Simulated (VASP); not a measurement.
# CoSi (WC type) (P-6m2) in VASP: a series of runs

CoSi (WC type) is run at these levels: PBE; tasks: relaxation of cell and atoms.

Everything below comes from runs of VASP 6.6.1. Logs are shortened: lines on timing, memory, paths and dates and some standing lists are left out, and cuts for length are marked.

## (1) The cell of the first run

The structure is hexagonal, space group P-6m2 (No. 187). Conventional cell: a = 2.581 Å, b = 2.581 Å, c = 3.434 Å, α = 90.00°, β = 90.00°, γ = 120.00°. Within 3.0 Å of Co (site symmetry -6m2) lie 6 Si at 2.27 Å and 6 Co at 2.58 Å. Si (site symmetry -6m2) has 6 Co at 2.27 Å and 6 Si at 2.58 Å within 3.0 Å.

## (2) Relaxation of cell and atoms, PBE, target pressure 34 GPa, at which the enthalpy is minimised

Input file INCAR:

```
SYSTEM = CoSi
  ALGO = Normal
  EDIFF = 1E-6
  EDIFFG = -0.005
  ENCUT = 600
  GGA = PE
  IBRION = 2
  ISIF = 3
  ISMEAR = -1
  LASPH = .True.
  LCHARG = .False.
  LREAL = .False.
  LWAVE = .False.
  NELM = 60
  NSW = 32
  PREC = Accurate
  PSTRESS = 340.0
  SIGMA = 0.1
```

Input file KPOINTS:

```
k-points
0
Gamma
  15 15 14
  0 0 0
```

Input file POSCAR:

```
CoSi
1.0
    2.5806015580      0.0000000000      0.0000000000
   -1.2903007790      2.2348665063      0.0000000000
    0.0000000000      0.0000000000      3.4342346251
Co Si
1 1
Direct
    0.0000000000      0.0000000000      0.0000000000
    0.3333333333      0.6666666667      0.5000000000
```

Potentials or basis: VASP PAW PBE potentials, release 64 (Co, Si).

Command:

```
cat potpaw_PBE.64/Co/POTCAR potpaw_PBE.64/Si/POTCAR > POTCAR
mpirun -np 1 vasp_std > vasp.out
```

OUTCAR:

```text
SYSTEM = CoSi
   EDIFF = 1E-6
   EDIFFG = -0.005
   ENCUT = 600
   GGA = PE
   IBRION = 2
   ISIF = 3
   ISMEAR = -1
   LASPH = .True.
   LREAL = .False.
   NELM = 60
   NSW = 32
   PREC = Accurate
   PSTRESS = 340.0

 ion  position               nearest neighbor table
   1  0.000  0.000  0.000-   2 2.27   2 2.27   2 2.27   2 2.27   2 2.27   2 2.27
   2  0.333  0.667  0.500-   1 2.27   1 2.27   1 2.27   1 2.27   1 2.27   1 2.27

  LATTYP: Found a hexagonal cell.
 ALAT       =     2.5806015580
 C/A-ratio  =     1.3307884026

  Lattice vectors:

 A1 = (   2.5806015580,   0.0000000000,   0.0000000000)
 A2 = (  -1.2903007790,   2.2348665063,   0.0000000000)
 A3 = (   0.0000000000,   0.0000000000,   3.4342346251)

Analysis of symmetry for initial positions (statically):
=====================================================================
 Subroutine PRICEL returns:
 Original cell was already a primitive cell.

 Routine SETGRP: Setting up the symmetry group for a
 hexagonal supercell.

 Subroutine GETGRP returns: Found 12 space group operations
 (whereof 12 operations were pure point group operations)
 out of a pool of 24 trial point group operations.

The static configuration has the point symmetry D_3h.

Analysis of symmetry for dynamics (positions and initial velocities):
=====================================================================
 Subroutine PRICEL returns:
 Original cell was already a primitive cell.

 Routine SETGRP: Setting up the symmetry group for a
 hexagonal supercell.

 Subroutine GETGRP returns: Found 12 space group operations
 (whereof 12 operations were pure point group operations)
 out of a pool of 24 trial point group operations.

The dynamic configuration has the point symmetry D_3h.

 Subroutine INISYM returns: Found 12 space group operations
 (whereof 12 operations are pure point group operations),
 and found     1 'primitive' translations

----------------------------------------------------------------------------------------

                                     Primitive cell

  volume of cell :      19.8063

  direct lattice vectors                    reciprocal lattice vectors
     2.580601558  0.000000000  0.000000000     0.387506547  0.223727009  0.000000000
    -1.290300779  2.234866506  0.000000000     0.000000000  0.447454019  0.000000000
     0.000000000  0.000000000  3.434234625     0.000000000  0.000000000  0.291185696

  length of vectors
[... 92 lines left out ...]
   PSTRESS=  340.0 pullay stress
   NELECT =      13.0000    total number of electrons
   NUPDOWN=      -1.0000    fix difference up-down
   EMIN   =  10.00;   EMAX   =-10.00  energy-range for DOS
   EFERMI =   0.00;   METHOD = LEGACY
   ISMEAR =    -1;   SIGMA  =   0.10  broadening in eV -4-tet -1-fermi 0-gaus
   EFERMI_NEDOS =   21; number of points for ismear=-14 and -15
   IALGO  =     38    algorithm
   IMIX   =      4    mixing-type and parameters
     AMIX     =   0.40;   BMIX     =  1.00
     AMIX_MAG =   1.60;   BMIX_MAG =  1.00
  volume/ion in A,a.u.               =       9.90        66.83
  Fermi-wavevector in a.u.,A,eV,Ry     =   1.422728  2.688565 27.540288  2.024154
  Thomas-Fermi vector in A             =   2.543401
   LORBIT       =      0    0 simple, 1 ext, 2 COOP (PROOUT), +10 PAW based schemes
   GGA     = PE    functional components
   LHFCALC =     F    Hartree Fock is set to
   AEXX    =    0.0000 exact exchange contribution
   IVDW    =     0    specifies the selected vdW correction
   LEPSILON=     F    determine dielectric tensor
   LRPA    =     F    only Hartree local field effects (RPA)
 conjugate gradient relaxation of ions
 non-spin polarized calculation
  energy-cutoff  :      600.00
  volume of cell :       19.81
 maximum number of plane-waves:       685
 NGX is ok and might be reduce to    24
   NGX = 11   NGY = 11   NGZ = 13

--------------------------------------- Ionic step        1  -------------------------------------------

 number of electron      13.0000002 magnetization

 Free energy of the ion-electron system (eV)
  ---------------------------------------------------
  ext. energy  EPLUGINS =         0.00000000
  ---------------------------------------------------
  free energy    TOTEN  =       -12.98019021 eV

  energy without entropy =      -12.93731961  energy(sigma->0) =      -12.95875491

------------------------ aborting loop because EDIFF is reached ----------------------------------------

  FORCE on cell =-STRESS in cart. coord.  units (eV):
  Direction    XX          YY          ZZ          XY          YZ          ZX
  --------------------------------------------------------------------------------------
  -------------------------------------------------------------------------------------
  Total        4.1767094      4.1767094      4.1937576      0.0000000     -0.0000000      0.0000000
  in kB      337.8643216    337.8643216    339.2434001      0.0000000     -0.0000000      0.0000000
  external PRESSURE =      -1.6759855 kB  Pullay stress =     340.0000000 kB
[... 139 lines left out ...]
--------------------------------------- Ionic step        5  -------------------------------------------

 number of electron      13.0000002 magnetization

 Free energy of the ion-electron system (eV)
  ---------------------------------------------------
  ext. energy  EPLUGINS =         0.00000000
  ---------------------------------------------------
  free energy    TOTEN  =       -12.97818515 eV

  energy without entropy =      -12.93529389  energy(sigma->0) =      -12.95673952

 E-fermi :  13.8969     XC(G=0): -13.3455

 val. band max:       13.8789663376   @ k =   0.2667   0.1333   0.2143
 cond. band min:      13.9086552424   @ k =   0.3333   0.1333   0.2143
 fundamental gap:      0.0296889048
 Fermi energy:        13.8968844462

 k-point     1 :       0.0000    0.0000    0.0000
  band No.  band energies     occupation
      1      -1.1056      2.00000
      2       9.0258      2.00000
      3      10.6439      2.00000
      4      11.8018      2.00000
      5      11.8018      2.00000
      6      12.5754      2.00000
      7      12.5754      2.00000
      8      17.8989      0.00000
      9      25.1395      0.00000
     10      25.1395      0.00000
[... 287 lines left out ...]
 k-point    24 :       0.4000    0.2000    0.0000
  band No.  band energies     occupation
      1       6.0465      2.00000
      2       6.7757      2.00000
      3       9.5022      2.00000
      4       9.6537      2.00000
      5      11.2311      2.00000
      6      13.4697      1.97247
      7      14.4712      0.00639
      8      15.1944      0.00000
      9      19.4054      0.00000
     10      22.0395      0.00000

 [... further k-points ...]
[... 5 lines left out ...]
  --------------------------------------------------------------------------------------
  -------------------------------------------------------------------------------------
  Total        4.1926789      4.1926789      4.1961671      0.0000000     -0.0000000      0.0000000
  in kB      339.3186580    339.3186580    339.6009666      0.0000000     -0.0000000      0.0000000
  external PRESSURE =      -0.5872392 kB  Pullay stress =     340.0000000 kB
[... 21 lines left out ...]
  energy  without entropy=      -12.9352938868  energy(sigma->0) =      -12.95673952

  enthalpy is  TOTEN    =        -8.7770875029 eV   P V=        4.2010976472

 reached required accuracy - stopping structural energy minimisation
```

CONTCAR:

```text
CoSi
   1.00000000000000
     2.5797249193993710    0.0000000000000000    0.0000000000000000
    -1.2898624596996855    2.2341073150091946    0.0000000000000000
     0.0000000000000000   -0.0000000000000000    3.4349230476023327
  Co              Si
     1     1
Direct
     0.0000000000000000    1.0000000000000000    0.0000000000000000
     0.3333333332999970    0.6666666667000030    0.5000000000000000

  0.00000000E+00  0.00000000E+00  0.00000000E+00
  0.00000000E+00  0.00000000E+00  0.00000000E+00
```

Run time: 71 s. Hardware: 1 thread of AMD EPYC 9R45 (Zen 5), shared host; peak memory 0.17 GiB.

Results:

- Free energy: -12.9782 eV
- Relaxed volume: 9.90 Å³/atom
- Relaxed cell: a = 2.580 Å, b = 2.580 Å, c = 3.435 Å, α = 90.00°, β = 90.00°, γ = 120.00°
- Space group after relaxing (to 0.05 Å): P-6m2 (No. 187)
- Energy change on relaxing (the enthalpy is what falls): +1.0 meV/atom
- Ionic steps: 5
- Pressure after relaxing: 33.9 GPa

Step by step:
| step | energy change (eV) | largest force (eV/Å) | pressure (GPa) | volume (Å³) |
| --- | --- | --- | --- | --- |
| 1 | 0.0000 | 0.0000 | 33.83 | 19.81 |
| 2 | 0.0063 | 0.0000 | 34.33 | 19.78 |
| 3 | 0.0024 | 0.0000 | 34.07 | 19.79 |
| 4 | 0.0020 | 0.0000 | 34.03 | 19.80 |
| 5 | 0.0020 | 0.0000 | 33.94 | 19.80 |

Final structure:
```yaml
crystal:
  lattice:
    - [2.57972, 0.00000, 0.00000]
    - [-1.28986, 2.23411, 0.00000]
    - [0.00000, 0.00000, 3.43492]
  atoms:
    - { symbol: Co, position: [0.00000, 0.00000, 0.00000] }
    - { symbol: Si, position: [0.33333, 0.66667, 0.50000] }
```

Caveat: the cell is relaxed towards a set pressure, so the enthalpy falls and the energy may rise. Spin polarisation is off, so any magnetic state and its effect on volume and gap are missing.

## (3) Relaxation of cell and atoms, PBE, target pressure 34 GPa, at which the enthalpy is minimised

This run uses another cell than the first one, of 10.91 Å³/atom, 1.102 times its volume.

Input file INCAR:

```
  PREC = Accurate
  ENCUT = 600
  EDIFF = 1E-6
  ISMEAR = -1
  SIGMA = 0.1
  LREAL = F
  LASPH = T
  NELM = 100
  ALGO = Normal
  ISIF = 3
  LWAVE = F
  LCHARG = F
  GGA = PE
  IBRION = 2
  NSW = 60
  EDIFFG = -0.005
  PSTRESS = 340.0
```

Input file KPOINTS:

```
regular mesh
0
Gamma
  15 15 14
```

Input file POSCAR:

```
CoSi
1.0
    2.9514932650      0.0000000000      0.0000000000
   -1.4757466325      2.5560681466      0.0000000000
    0.0000000000      0.0000000000      2.8924633998
Co Si
1 1
Direct
    0.0000000000      0.0000000000      0.0000000000
    0.3333333333      0.6666666667      0.5000000000
```

Potentials or basis: VASP PAW PBE potentials, release 64 (Co, Si).

Command:

```
cat potpaw_PBE.64/Co/POTCAR potpaw_PBE.64/Si/POTCAR > POTCAR
mpirun -np 1 vasp_std > vasp.out
```

Wall time 4.8 min (1 thread of AMD EPYC 9R45 (Zen 5), shared host); peak memory 0.18 GiB.

The run converged. Its results:

```yaml
Free_energy: -12.9767 eV
Relaxed_volume: 9.89 Å³/atom
Relaxed_cell: a = 2.579 Å, b = 2.579 Å, c = 3.435 Å, α = 90.00°, β = 90.00°, γ = 120.00°
Space_group_after_relaxing_to_0.05_Å: P-6m2 (No. 187)
Energy_change_on_relaxing_the_enthalpy_is_what_falls: -53.8 meV/atom
Ionic_steps: 18
Pressure_after_relaxing: 34.0 GPa
```

Step by step:
```
step  energy change (eV)  largest force (eV/Å)  pressure (GPa)  volume (Å³)
   1              0.0000                0.0000           23.61        21.82
   2              0.5104                0.0000           58.48        19.66
   3              0.1493                0.0000           35.21        20.97
   4              0.1466                0.0000           36.22        20.79
   5              0.0719                0.0000           39.40        20.17
   6              0.2463                0.0000           57.11        18.57
   7              0.0696                0.0000           48.36        19.16
   8              0.1110                0.0000           50.90        18.97
   9              0.0906                0.0000           49.02        19.02
  10              0.0658                0.0000           45.94        19.11
  11              0.0408                0.0000           44.36        19.19
  12             -0.0285                0.0000           39.82        19.45
  13             -0.1432                0.0000           31.52        19.97
  14             -0.1086                0.0000           34.18        19.79
  15             -0.1057                0.0000           34.39        19.78
  16             -0.1061                0.0000           34.34        19.78
  17             -0.1075                0.0000           34.14        19.79
  18             -0.1076                0.0000           33.98        19.79
```

Final structure:
```xyz
2
Lattice="2.5793 0.0000 0.0000 -1.2896 2.2337 0.0000 0.0000 0.0000 3.4348" Properties=species:S:1:pos:R:3 pbc="T T T"
Co    0.0000    0.0000    3.4348
Si    0.0000    1.4891    1.7174
```

Levels at points of the mesh, in eV from the Fermi level:
```tsv
k point	band 5	band 6	band 7	band 8	band 9	band 10
(0.00, 0.00, 0.00)	-2.10	-1.32	-1.32	4.00	11.25	11.25
(0.00, 0.00, 0.50)	-2.03	-1.59	-1.59	10.58	11.78	11.78
```

Caveat: the cell is relaxed towards a set pressure, so the enthalpy falls and the energy may rise. Spin polarisation is off, so any magnetic state and its effect on volume and gap are missing.
